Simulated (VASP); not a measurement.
# PC4 (P6/mmm) in VASP: a series of runs

Runs on PC4. Level: PBE. Tasks: relaxation of cell and atoms, single point.

Everything below comes from runs of VASP 6.6.1. Logs are shortened: lines on timing, memory, paths and dates and some standing lists are left out, and cuts for length are marked.

## 1. The cell of the first run

Symmetry: P6/mmm, No. 191, hexagonal system. Conventional cell: a = 2.466 Å, b = 2.466 Å, c = 13.370 Å, α = 90.00°, β = 90.00°, γ = 120.00°. P (site symmetry 6/mmm) has 6 P at 2.47 Å within 3.3 Å. C (site symmetry 3m) has 3 C at 1.42 Å within 1.9 Å.

The cell was built from a structure type or drawn by symmetry, and may not be a known phase.

## 2. Relaxation of cell and atoms, PBE

Contents of INCAR:

```
  PREC = Accurate
  ENCUT = 600
  EDIFF = 1E-6
  ISMEAR = 0
  SIGMA = 0.1
  LREAL = F
  LASPH = T
  NELM = 100
  ALGO = Normal
  ISIF = 3
  LWAVE = F
  LCHARG = F
  GGA = PE
  IBRION = 2
  NSW = 100
  EDIFFG = -0.01
```

Contents of KPOINTS:

```
Automatic mesh
0
Gamma
  18 18 4
```

Contents of POSCAR:

```
PC4
1.0
    2.4664489735      0.0000000000      0.0000000000
   -1.2332244867      2.1360074682      0.0000000000
    0.0000000000      0.0000000000     13.3695132255
P C
1 4
Direct
    0.0000000000      0.0000000000      0.0000000000
    0.3333333333      0.6666666667      0.6652279923
    0.3333333333      0.6666666667      0.3347720077
    0.6666666667      0.3333333333      0.3347720077
    0.6666666667      0.3333333333      0.6652279923
```

Potentials or basis: VASP PAW PBE potentials, release 64 (P, C).

Run with:

```bash
$ cat potpaw_PBE.64/P/POTCAR potpaw_PBE.64/C/POTCAR > POTCAR
$ mpirun -np 1 vasp_std > vasp.out
```

OUTCAR:

```text
PREC = Accurate
   ENCUT = 600
   EDIFF = 1E-6
   ISMEAR = 0
   LREAL = F
   LASPH = T
   NELM = 100
   ISIF = 3
   GGA = PE
   IBRION = 2
   NSW = 100
   EDIFFG = -0.01

 ion  position               nearest neighbor table
   1  0.000  0.000  0.000-
   2  0.333  0.667  0.665-   5 1.42   5 1.42   5 1.42
   3  0.333  0.667  0.335-   4 1.42   4 1.42   4 1.42
   4  0.667  0.333  0.335-   3 1.42   3 1.42   3 1.42
   5  0.667  0.333  0.665-   2 1.42   2 1.42   2 1.42

  LATTYP: Found a hexagonal cell.
 ALAT       =     2.4664489735
 C/A-ratio  =     5.4205513145

  Lattice vectors:

 A1 = (   2.4664489735,   0.0000000000,   0.0000000000)
 A2 = (  -1.2332244867,   2.1360074682,   0.0000000000)
 A3 = (   0.0000000000,   0.0000000000,  13.3695132255)

Analysis of symmetry for initial positions (statically):
=====================================================================
 Subroutine PRICEL returns:
 Original cell was already a primitive cell.

 Routine SETGRP: Setting up the symmetry group for a
 hexagonal supercell.

 Subroutine GETGRP returns: Found 24 space group operations
 (whereof 24 operations were pure point group operations)
 out of a pool of 24 trial point group operations.

The static configuration has the point symmetry D_6h.

Analysis of symmetry for dynamics (positions and initial velocities):
=====================================================================
 Subroutine PRICEL returns:
 Original cell was already a primitive cell.

 Routine SETGRP: Setting up the symmetry group for a
 hexagonal supercell.

 Subroutine GETGRP returns: Found 24 space group operations
 (whereof 24 operations were pure point group operations)
 out of a pool of 24 trial point group operations.

The dynamic configuration has the point symmetry D_6h.

 Subroutine INISYM returns: Found 24 space group operations
 (whereof 24 operations are pure point group operations),
 and found     1 'primitive' translations

----------------------------------------------------------------------------------------

                                     Primitive cell

  volume of cell :      70.4353

  direct lattice vectors                    reciprocal lattice vectors
     2.466448973  0.000000000  0.000000000     0.405441187  0.234081579  0.000000000
    -1.233224487  2.136007468  0.000000000     0.000000000  0.468163157  0.000000000
[... 126 lines left out ...]
  volume of cell :       70.44
 maximum number of plane-waves:      2406
 NGX is ok and might be reduce to    20
   NGX =  9   NGY =  9   NGZ = 53

--------------------------------------- Ionic step        1  -------------------------------------------

 number of electron      20.9999999 magnetization

 Free energy of the ion-electron system (eV)
  ---------------------------------------------------
  ext. energy  EPLUGINS =         0.00000000
  ---------------------------------------------------
  free energy    TOTEN  =       -41.35890649 eV

  energy without entropy =      -41.35455377  energy(sigma->0) =      -41.35673013

------------------------ aborting loop because EDIFF is reached ----------------------------------------

  FORCE on cell =-STRESS in cart. coord.  units (eV):
  Direction    XX          YY          ZZ          XY          YZ          ZX
  --------------------------------------------------------------------------------------
  -------------------------------------------------------------------------------------
  Total        0.0047176      0.0047176     -0.0594496      0.0000000      0.0000000      0.0000000
  in kB        0.1073095      0.1073095     -1.3522865      0.0000000      0.0000000      0.0000000
  external PRESSURE =      -0.3792225 kB  Pullay stress =       0.0000000 kB
[... 98 lines left out ...]
  FREE ENERGIE OF THE ION-ELECTRON SYSTEM (eV)
  ---------------------------------------------------
  free  energy   TOTEN  =       -41.3590242872 eV

  energy  without entropy=      -41.3546889888  energy(sigma->0) =      -41.35685664

[... ionic steps 4 to 16 ...]

--------------------------------------- Ionic step       17  -------------------------------------------

 number of electron      20.9999999 magnetization

------------------------ aborting loop because EDIFF is reached ----------------------------------------
[... 73 lines left out ...]
--------------------------------------- Ionic step       19  -------------------------------------------

 number of electron      20.9999998 magnetization

 Free energy of the ion-electron system (eV)
  ---------------------------------------------------
  ext. energy  EPLUGINS =         0.00000000
  ---------------------------------------------------
  free energy    TOTEN  =       -41.36047842 eV

  energy without entropy =      -41.35628817  energy(sigma->0) =      -41.35838330

 E-fermi :   3.3746     XC(G=0):  -8.7917

 val. band max:        3.3701369687   @ k =   0.3333   0.3333   0.0000
 cond. band min:       3.3863735419   @ k =   0.2778  -0.0000   0.0000
 fundamental gap:      0.0162365733
 Fermi energy:         3.3746265422

 k-point     1 :       0.0000    0.0000    0.0000
  band No.  band energies     occupation
      1     -16.0861      2.00000
      2     -16.0657      2.00000
      3     -12.0603      2.00000
      4      -4.2988      2.00000
      5      -4.0586      2.00000
      6      -1.6439      2.00000
      7       0.3891      2.00000
      8       0.3891      2.00000
      9       0.3902      2.00000
     10       0.3902      2.00000
     11       6.1384      0.00000
     12       8.3452      0.00000
     13       9.3176      0.00000
     14      11.7383      0.00000
[... 377 lines left out ...]
      1     -11.4037      2.00000
      2     -11.3899      2.00000
      3      -8.7738      2.00000
      4      -8.7637      2.00000
      5      -5.7741      2.00000
      6      -3.8070      2.00000
      7      -3.8033      2.00000
      8      -2.3914      2.00000
      9       0.8263      2.00000
     10       0.9955      2.00000
     11       3.7358      0.00000
     12       5.4400      0.00000
     13       5.4749      0.00000
     14       5.6908      0.00000

 [... further k-points ...]

------------------------ aborting loop because EDIFF is reached ----------------------------------------

  FORCE on cell =-STRESS in cart. coord.  units (eV):
  Direction    XX          YY          ZZ          XY          YZ          ZX
  --------------------------------------------------------------------------------------
  -------------------------------------------------------------------------------------
  Total       -0.0481406     -0.0481406      0.0045719     -0.0000000      0.0000000      0.0000000
  in kB       -1.1486627     -1.1486627      0.1090892     -0.0000000      0.0000000      0.0000000
  external PRESSURE =      -0.7294121 kB  Pullay stress =       0.0000000 kB
[... 20 lines left out ...]
  FREE ENERGIE OF THE ION-ELECTRON SYSTEM (eV)
  ---------------------------------------------------
  free  energy   TOTEN  =       -41.3604784242 eV

  energy  without entropy=      -41.3562881737  energy(sigma->0) =      -41.35838330

 reached required accuracy - stopping structural energy minimisation
```

CONTCAR:

```text
PC4
   1.00000000000000
     2.4666956002627836    0.0000000000000056    0.0000000000000000
    -1.2333478000813825    2.1362210532418242   -0.0000000000000000
    -0.0000000000000000    0.0000000000000000   12.7428806345721313
  P               C
     1     4
Direct
     0.0000000000000000    0.0000000000000000    0.0000000000000000
     0.3333333332999970    0.6666666667000030    0.6652485316041564
     0.3333333332999970    0.6666666667000030    0.3347514683958436
     0.6666666667000030    0.3333333332999970    0.3347514683958436
     0.6666666667000030    0.3333333332999970    0.6652485316041564

  0.00000000E+00  0.00000000E+00  0.00000000E+00
  0.00000000E+00  0.00000000E+00  0.00000000E+00
  0.00000000E+00  0.00000000E+00  0.00000000E+00
  0.00000000E+00  0.00000000E+00  0.00000000E+00
  0.00000000E+00  0.00000000E+00  0.00000000E+00
```

Wall time 15 min (1 thread of Intel Xeon Platinum 8488C (Sapphire Rapids), shared host); peak memory 0.28 GiB.

What came out:

```yaml
Free_energy: -41.3605 eV
Relaxed_volume: 13.43 Å³/atom
Relaxed_cell: a = 2.467 Å, b = 2.467 Å, c = 12.743 Å, α = 90.00°, β = 90.00°, γ = 120.00°
Space_group_after_relaxing_to_0.1_Å: P6/mmm (No. 191)
Energy_gained_by_relaxing: 0.3 meV/atom
Ionic_steps: 19
Pressure_after_relaxing: -0.1 GPa
Band_gap_on_the_k_mesh: zero (an odd number of electrons rules out a gap without spin polarisation)
```

Step by step:
```
step  energy change (eV)  largest force (eV/Å)  pressure (GPa)  volume (Å³)
   1              0.0000                0.0001           -0.04        70.44
   2              0.0000                0.0001           -0.06        70.40
   3             -0.0001                0.0001           -0.12        70.30
   4             -0.0002                0.0001           -0.25        70.10
   5             -0.0003                0.0001           -0.50        69.69
   6             -0.0003                0.0001           -0.52        69.68
   7             -0.0003                0.0001           -0.50        69.67
   8             -0.0004                0.0001           -0.50        69.65
   9             -0.0004                0.0001           -0.50        69.60
  10             -0.0005                0.0001           -0.50        69.50
  11             -0.0006                0.0001           -0.47        69.31
  12             -0.0009                0.0001           -0.43        68.92
  13             -0.0013                0.0001           -0.33        68.14
  14             -0.0015                0.0001           -0.15        66.59
  15             -0.0015                0.0000           -0.19        66.98
  16             -0.0015                0.0000           -0.26        67.56
  17             -0.0015                0.0000           -0.23        67.25
  18             -0.0015                0.0000           -0.21        67.06
  19             -0.0016                0.0001           -0.07        67.15
```

Final structure:
```
CELL_PARAMETERS angstrom
2.46670 0.00000 0.00000
-1.23335 2.13622 0.00000
0.00000 0.00000 12.74288
ATOMIC_POSITIONS crystal
P 0.00000 0.00000 0.00000
C 0.33333 0.66667 0.66525
C 0.33333 0.66667 0.33475
C 0.66667 0.33333 0.33475
C 0.66667 0.33333 0.66525
```

Caveat: this functional lacks dispersion, which binds the layers, so the pressure and a relaxed spacing across them are unreliable.

## 3. Single point, PBE, collinear spin

Contents of INCAR:

```
  PREC = Accurate
  ENCUT = 520
  EDIFF = 1E-6
  ISMEAR = 0
  SIGMA = 0.1
  LREAL = False
  LASPH = True
  NELM = 150
  ALGO = Normal
  ISIF = 2
  LWAVE = False
  LCHARG = False
  ISPIN = 2
  MAGMOM = 0.37 0 0 0 0
  LORBIT = 11
  GGA = PE
  NBANDS = 22
```

Contents of KPOINTS:

```
regular mesh
0
Gamma
  18 18 4
```

POSCAR is that of step 2.

Potentials or basis: VASP PAW PBE potentials, release 64 (P, C).

Run with:

```bash
$ cat potpaw_PBE.64/P/POTCAR potpaw_PBE.64/C/POTCAR > POTCAR
$ mpirun -np 1 vasp_std > vasp.out
```

Wall time 6 min (1 thread of Intel Xeon Platinum 8488C (Sapphire Rapids), shared host); peak memory 0.35 GiB.

Results (log left out):

```
Free energy                                           : -41.3492 eV
Pressure                                              : 0.2 GPa
Net moment                                            : 0.00 μB per cell
Valence electrons inside the program's atomic spheres : P 2.36; C 2.65
```

Stress tensor (GPa, compression positive):
```
 0.27  0.00  0.00
 0.00  0.27  0.00
 0.00  0.00 -0.02
```

Levels at points of the mesh, in eV from the Fermi level:
Spin up:
```
           k point  band 7  band 8  band 9  band 10  band 11  band 12  band 13  band 14
(0.00, 0.00, 0.00)   -3.00   -3.00   -3.00    -3.00     2.68     4.58     5.45     8.35
(0.50, 0.00, 0.00)   -6.37   -6.37   -2.36    -2.25     0.62     1.64     1.85     4.76
(0.00, 0.00, 0.50)   -3.00   -3.00   -3.00    -3.00     2.98     3.70     6.53     8.35
(0.50, 0.00, 0.50)   -6.37   -6.37   -2.36    -2.25     0.62     1.67     1.82     4.76
```
Spin down:
| k point | band 7 | band 8 | band 9 | band 10 | band 11 | band 12 | band 13 | band 14 |
| --- | --- | --- | --- | --- | --- | --- | --- | --- |
| (0.00, 0.00, 0.00) | -3.00 | -3.00 | -3.00 | -3.00 | 2.68 | 4.58 | 5.45 | 8.35 |
| (0.50, 0.00, 0.00) | -6.37 | -6.37 | -2.36 | -2.25 | 0.62 | 1.64 | 1.85 | 4.76 |
| (0.00, 0.00, 0.50) | -3.00 | -3.00 | -3.00 | -3.00 | 2.98 | 3.70 | 6.53 | 8.35 |
| (0.50, 0.00, 0.50) | -6.37 | -6.37 | -2.36 | -2.25 | 0.62 | 1.67 | 1.82 | 4.76 |

Caveat: this functional lacks dispersion, which binds the layers, so the pressure and a relaxed spacing across them are unreliable.
